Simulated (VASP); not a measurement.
Write the native input for VASP 6.6.1 that does the following.

| Item | Value |
| --- | --- |
| Task | single point |
| Functional | LDA |
| Potentials or basis | VASP PAW LDA potentials, release 64 (Rh_pv) |
| Cutoff | 520 eV |
| k mesh | 14 × 14 × 14 |
| Occupations | methfessel-paxton, width 0.1 eV |
| Spin | no spin polarisation |
| Dipole correction | no |
| Further INCAR settings | ALGO = Normal; EDIFF = 1e-07; NBANDS = 14 |

The structure of Rh lies in POSCAR:

```
Rh
1.0
    0.0000000000      1.8776226225      1.8776226225
    1.8776226225      0.0000000000      1.8776226225
    1.8776226225      1.8776226225      0.0000000000
Rh
1
Direct
    0.0000000000      0.0000000000      0.0000000000
```

One way to write it, as run:

INCAR

```
ALGO = Normal ; EDIFF = 1E-7
ENCUT = 520 ; ISIF = 2
ISMEAR = 1 ; LASPH = True
LCHARG = False ; LREAL = False
LWAVE = False ; NBANDS = 14
NELM = 80 ; PREC = Accurate
SIGMA = 0.1
```

KPOINTS

```
k-points
0
Gamma
  14 14 14
```

Potentials or basis: VASP PAW LDA potentials, release 64 (Rh_pv).

Run with:

```sh
$ cat potpaw_LDA.64/Rh_pv/POTCAR > POTCAR
$ mpirun -np 1 vasp_std > vasp.out
```

Results of the run:

| Property | Result |
| --- | --- |
| Pressure | 0.5 GPa |

It took 8.1 s on 1 thread of Intel(R) Xeon(R) Platinum 8488C (Sapphire Rapids), with other jobs on the host, peak memory 0.13 GiB.
